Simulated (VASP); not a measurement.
# Nb (P6_3/mmc) in VASP: single point with PBEsol

Aim: the single point of Nb with PBEsol.

Everything below comes from runs of VASP 6.6.1. Logs are shortened: lines on timing, memory, paths and dates and some standing lists are left out, and cuts for length are marked.

## Step 1: The cell of the first run

It takes space group P6_3/mmc (No. 194, hexagonal). Conventional cell: a = 2.833 Å, b = 2.833 Å, c = 5.192 Å, α = 90.00°, β = 90.00°, γ = 120.00°. Within 3.7 Å of Nb (site symmetry -6m2) lie 12 Nb at 2.83 to 3.07 Å.

This isn't the form of Nb at room conditions, which is bcc.

## Step 2: Single point, PBEsol

Contents of INCAR:

```
PREC = Accurate
ENCUT = 520
EDIFF = 1E-6
ISMEAR = -1
SIGMA = 0.1
LREAL = F
LASPH = T
NELM = 100
ALGO = Normal
ISIF = 2
LWAVE = F
LCHARG = F
GGA = PS
NBANDS = 34
```

Contents of KPOINTS:

```
regular mesh
0
Gamma
  8 7 13
```

Contents of POSCAR:

```
Nb
1.0
    0.0000000000      4.9074890921      0.0000000000
    0.0000000000      0.0000000000      5.1923512556
    2.8333401484      0.0000000000      0.0000000000
Nb
4
Direct
    0.3333333330      0.2500000000      0.0000000000
    0.8333333330      0.2500000000      0.5000000000
    0.1666666670      0.7500000000      0.5000000000
    0.6666666670      0.7500000000      0.0000000000
```

Potentials or basis: VASP PAW PBE potentials, release 64 (Nb_sv).

The run is started by

```
cat potpaw_PBE.64/Nb_sv/POTCAR > POTCAR
mpirun -np 1 vasp_std > vasp.out
```

OUTCAR:

```text
PREC = Accurate
   ENCUT = 520
   EDIFF = 1E-6
   ISMEAR = -1
   LREAL = F
   LASPH = T
   NELM = 100
   ISIF = 2
   GGA = PS

 ion  position               nearest neighbor table
   1  0.333  0.250  0.000-   2 2.83   2 2.83   2 2.83   2 2.83
   2  0.833  0.250  0.500-   1 2.83   1 2.83   1 2.83   1 2.83
   3  0.167  0.750  0.500-   4 2.83   4 2.83   4 2.83   4 2.83
   4  0.667  0.750  0.000-   3 2.83   3 2.83   3 2.83   3 2.83

  LATTYP: Found a simple orthorhombic cell.
 ALAT       =     2.8333401484
 B/A-ratio  =     1.7320508075
 C/A-ratio  =     1.8325901528

  Lattice vectors:

 A1 = (   2.8333401484,   0.0000000000,   0.0000000000)
 A2 = (   0.0000000000,   4.9074890921,   0.0000000000)
 A3 = (   0.0000000000,   0.0000000000,   5.1923512556)

Analysis of symmetry for initial positions (statically):
=====================================================================
 Subroutine PRICEL returns following result:

  LATTYP: Found a hexagonal cell.
 ALAT       =     2.8333401484
 C/A-ratio  =     1.8325901529

  Lattice vectors:

 A1 = (   1.4166700742,  -2.4537445460,   0.0000000000)
 A2 = (   1.4166700742,   2.4537445460,   0.0000000000)
 A3 = (   0.0000000000,   0.0000000000,   5.1923512556)

   2 primitive cells build up your supercell.

 Routine SETGRP: Setting up the symmetry group for a
 simple orthorhombic supercell.

 Subroutine GETGRP returns: Found  8 space group operations
 (whereof  4 operations were pure point group operations)
 out of a pool of  8 trial point group operations.

The static configuration has the point symmetry C_2h.
 The point group associated with its full space group is D_2h.

Analysis of symmetry for dynamics (positions and initial velocities):
=====================================================================
 Subroutine PRICEL returns following result:

  LATTYP: Found a hexagonal cell.
 ALAT       =     2.8333401484
 C/A-ratio  =     1.8325901529

  Lattice vectors:

 A1 = (   1.4166700742,  -2.4537445460,   0.0000000000)
 A2 = (   1.4166700742,   2.4537445460,   0.0000000000)
 A3 = (   0.0000000000,   0.0000000000,   5.1923512556)

   2 primitive cells build up your supercell.

 Routine SETGRP: Setting up the symmetry group for a
 simple orthorhombic supercell.

 Subroutine GETGRP returns: Found  8 space group operations
 (whereof  4 operations were pure point group operations)
 out of a pool of  8 trial point group operations.

The dynamic configuration has the point symmetry C_2h.
 The point group associated with its full space group is D_2h.

 Subroutine INISYM returns: Found  8 space group operations
 (whereof  4 operations are pure point group operations),
 and found     2 'primitive' translations

----------------------------------------------------------------------------------------

                                     Primitive cell

  volume of cell :      36.0987

  direct lattice vectors                    reciprocal lattice vectors
     1.416670074 -2.453744546  0.000000000     0.352940328 -0.203770193  0.000000000
     1.416670074  2.453744546  0.000000000     0.352940328  0.203770193  0.000000000
     0.000000000  0.000000000  5.192351256     0.000000000  0.000000000  0.192590977

  length of vectors
     2.833340148  2.833340148  5.192351256     0.407540386  0.407540386  0.192590977

  position of ions in fractional coordinates (direct lattice)
     0.666666667  0.333333333  0.250000000
     0.333333333  0.666666667  0.750000000

  ion indices of the primitive-cell ions
   primitive index   ion index
                 1           1
                 2           4

----------------------------------------------------------------------------------------

 KPOINTS: regular mesh

Automatic generation of k-mesh.
 Grid dimensions read from file:
 generate k-points for:    8    7   13

 Generating k-lattice:

  Cartesian coordinates                     Fractional coordinates (reciprocal lattice)
     0.000000000  0.025471274  0.000000000     0.125000000  0.000000000  0.000000000
     0.000000000  0.000000000  0.027512997     0.000000000  0.142857143  0.000000000
     0.027149256  0.000000000  0.000000000     0.000000000  0.000000000  0.076923077

  Length of vectors
     0.025471274  0.027512997  0.027149256

  Shift w.r.t. Gamma in fractional coordinates (k-lattice)
     0.000000000  0.000000000  0.000000000

 Subroutine IBZKPT returns following result:
 ===========================================

 Found    140 irreducible k-points:

 Following reciprocal coordinates:
            Coordinates               Weight
  0.000000  0.000000  0.000000      1.000000
  0.125000  0.000000  0.000000      2.000000
  0.250000  0.000000  0.000000      2.000000
  0.375000  0.000000  0.000000      2.000000
  0.500000  0.000000  0.000000      1.000000
  0.000000  0.142857  0.000000      2.000000
[... 16 lines left out ...]
  0.250000  0.000000  0.076923      4.000000
  0.375000  0.000000  0.076923      4.000000
 [... further k-points ...]
   k-points           NKPTS =    140   k-points in BZ     NKDIM =    140   number of bands    NBANDS=     34
   number of dos      NEDOS =    301   number of ions     NIONS =      4
   total plane-waves  NPLWV =  34560
   dimension x,y,z NGX =    36 NGY =   40 NGZ =   24
   dimension x,y,z NGXF=    72 NGYF=   80 NGZF=   48
   ions per type =               4
   NGX,Y,Z   is equivalent  to a cutoff of  12.20, 12.81, 14.08 a.u.
   NGXF,Y,Z  is equivalent  to a cutoff of  24.39, 25.61, 28.16 a.u.
 SYSTEM =  unknown system
   PREC   = accura    normal or accurate (medium, high low for compatibility)
   ISTART =      0    job   : 0-new  1-cont  2-samecut
   ICHARG =      2    charge: 1-file 2-atom 10-const
   ISPIN  =      1    spin polarized calculation?
   LNONCOLLINEAR =      F non collinear calculations
   LSORBIT =      F    spin-orbit coupling
   LASPH  =      T    aspherical Exc in radial PAW
   ENCUT  =  520.0 eV  38.22 Ry    6.18 a.u.   9.12  9.65  5.27*2*pi/ulx,y,z
   NELM   =    100;   NELMIN=  2; NELMDL= -5     # of ELM steps
   EDIFF  = 0.1E-05   stopping-criterion for ELM
   LREAL  =      F    real-space projection
   EDIFFG = 0.1E-04   stopping-criterion for IOM
   NSW    =      0    number of steps for IOM
   IBRION =     -1    ionic relax: 0-MD 1-quasi-New 2-CG
   NFREE  =      0    steps in history (QN), initial steepest desc. (CG)
   ISIF   =      2    stress and relaxation
   ISYM   =      2    0-nonsym 1-usesym 2-fastsym
   POTIM  = 0.5000    time-step for ionic-motion
   TEBEG  =    0.0;   TEEND  =   0.0 temperature during run
   PSTRESS=    0.0 pullay stress
   NELECT =      52.0000    total number of electrons
   NUPDOWN=      -1.0000    fix difference up-down
   EMIN   =  10.00;   EMAX   =-10.00  energy-range for DOS
   EFERMI =   0.00;   METHOD = LEGACY
   ISMEAR =    -1;   SIGMA  =   0.10  broadening in eV -4-tet -1-fermi 0-gaus
   EFERMI_NEDOS =   21; number of points for ismear=-14 and -15
   IALGO  =     38    algorithm
   IMIX   =      4    mixing-type and parameters
     AMIX     =   0.40;   BMIX     =  1.00
     AMIX_MAG =   1.60;   BMIX_MAG =  1.00
  volume/ion in A,a.u.               =      18.05       121.80
  Fermi-wavevector in a.u.,A,eV,Ry     =   1.467468  2.773112 29.299625  2.153462
  Thomas-Fermi vector in A             =   2.583082
   LORBIT       =      0    0 simple, 1 ext, 2 COOP (PROOUT), +10 PAW based schemes
   GGA     = PS    functional components
   LHFCALC =     F    Hartree Fock is set to
   AEXX    =    0.0000 exact exchange contribution
   IVDW    =     0    specifies the selected vdW correction
   LEPSILON=     F    determine dielectric tensor
   LRPA    =     F    only Hartree local field effects (RPA)
 non-spin polarized calculation
  energy-cutoff  :      520.00
  volume of cell :       72.20
 maximum number of plane-waves:      1968
   NGX = 19   NGY = 19   NGZ = 11

 number of electron      51.9999997 magnetization

 Free energy of the ion-electron system (eV)
  ---------------------------------------------------
  ext. energy  EPLUGINS =         0.00000000
  ---------------------------------------------------
  free energy    TOTEN  =       -42.65907269 eV

  energy without entropy =      -42.48517103  energy(sigma->0) =      -42.57212186

 E-fermi :  11.3777     XC(G=0): -12.6017

 val. band max:       11.3744831678   @ k =   0.1250   0.4286   0.1538
 cond. band min:      11.3779220096   @ k =   0.3750   0.0000   0.0769
 fundamental gap:      0.0034388418
 Fermi energy:        11.3776712993

 k-point     1 :       0.0000    0.0000    0.0000
  band No.  band energies     occupation
      1     -43.2383      2.00000
      2     -43.0965      2.00000
      3     -42.9548      2.00000
      4     -42.9093      2.00000
      5     -19.9772      2.00000
      6     -19.8377      2.00000
[... 26 lines left out ...]
     33      14.0585      0.00000
     34      15.8345      0.00000

 k-point     2 :       0.1250    0.0000    0.0000
  band No.  band energies     occupation
      1     -43.2284      2.00000
      2     -43.0890      2.00000
      3     -42.9676      2.00000
      4     -42.9148      2.00000
      5     -19.9246      2.00000
      6     -19.7881      2.00000
[... 26 lines left out ...]
     33      13.9403      0.00000
     34      15.9598      0.00000

 k-point     3 :       0.2500    0.0000    0.0000
  band No.  band energies     occupation
      1     -43.2000      2.00000
      2     -43.0675      2.00000
      3     -43.0020      2.00000
      4     -42.9326      2.00000
      5     -19.7735      2.00000
      6     -19.7288      2.00000
[... 26 lines left out ...]
     33      13.6455      0.00000
     34      15.1763      0.00000
[... 704 lines left out ...]
 k-point    23 :       0.2500    0.0000    0.0769
  band No.  band energies     occupation
      1     -43.1897      2.00000
      2     -43.0597      2.00000
      3     -42.9965      2.00000
      4     -42.9294      2.00000
      5     -19.7577      2.00000
      6     -19.7104      2.00000
[... 26 lines left out ...]
     33      13.6890      0.00000
     34      14.5341      0.00000

 k-point    24 :       0.3750    0.0000    0.0769
  band No.  band energies     occupation
      1     -43.1475      2.00000
      2     -43.0436      2.00000
      3     -43.0287      2.00000
      4     -42.9575      2.00000
      5     -19.6337      2.00000
      6     -19.5390      2.00000
[... 26 lines left out ...]
     33      13.3680      0.00000
     34      13.6114      0.00000

 [... further k-points ...]

------------------------ aborting loop because EDIFF is reached ----------------------------------------

  FORCE on cell =-STRESS in cart. coord.  units (eV):
  Direction    XX          YY          ZZ          XY          YZ          ZX
  --------------------------------------------------------------------------------------
  -------------------------------------------------------------------------------------
  Total       -0.1869586     -0.1207519     -0.1086306      0.0000000     -0.0000000      0.0000000
  in kB       -4.1489091     -2.6796768     -2.4106868      0.0000000     -0.0000000      0.0000000
  external PRESSURE =      -3.0797576 kB  Pullay stress =       0.0000000 kB

 VOLUME and BASIS-vectors are now :
 -----------------------------------------------------------------------------
  energy-cutoff  :      520.00
  volume of cell :       72.20
      direct lattice vectors                 reciprocal lattice vectors
     0.000000000  4.907489092  0.000000000     0.000000000  0.203770193  0.000000000
     0.000000000  0.000000000  5.192351256     0.000000000  0.000000000  0.192590977
     2.833340148  0.000000000  0.000000000     0.352940328  0.000000000  0.000000000

 POSITION                                       TOTAL-FORCE (eV/Angst)
 -----------------------------------------------------------------------------------
      0.00000      1.63583      1.29809         0.000000      0.003601      0.000000
      1.41667      4.08957      1.29809         0.000000      0.003601     -0.000000
      1.41667      0.81791      3.89426        -0.000000     -0.003601      0.000000
      0.00000      3.27166      3.89426        -0.000000     -0.003601     -0.000000
 -----------------------------------------------------------------------------------
    total drift:                               -0.000000      0.000000     -0.000000

  FREE ENERGIE OF THE ION-ELECTRON SYSTEM (eV)
  ---------------------------------------------------
  free  energy   TOTEN  =       -42.6590726948 eV

  energy  without entropy=      -42.4851710283  energy(sigma->0) =      -42.57212186
```

Run time: 4.4 min. Hardware: 1 thread of Intel Xeon Platinum 8259CL at 2.50GHz (Skylake/Cascade Lake), shared host; peak memory 0.35 GiB.

What came out:

```
Free energy            : -42.6591 eV
Pressure               : -0.3 GPa
Largest force          : 0.004 eV/Å
Band gap on the k mesh : zero (bands 26 and 27 overlap by 2.24 eV)
```

Forces on the atoms (eV/Å):
```
Nb   0.000  0.004  0.000
Nb   0.000  0.004  0.000
Nb   0.000 -0.004  0.000
Nb   0.000 -0.004  0.000
```

Stress tensor (GPa, compression positive):
```
-0.41  0.00  0.00
 0.00 -0.27  0.00
 0.00  0.00 -0.24
```

Levels at points of the mesh, in eV from the Fermi level:
```tsv
k point	band 22	band 23	band 24	band 25	band 26	band 27	band 28	band 29	band 30	band 31
(0.00, 0.00, 0.00)	-1.06	-0.59	0.31	0.31	0.34	0.38	0.50	0.74	0.77	0.77
(0.50, 0.00, 0.00)	-1.90	-0.84	-0.84	-0.68	-0.68	0.66	0.66	1.30	1.30	1.53
```

Caveat: the PAW data sets were made with another functional, which shifts forces and pressure a little.
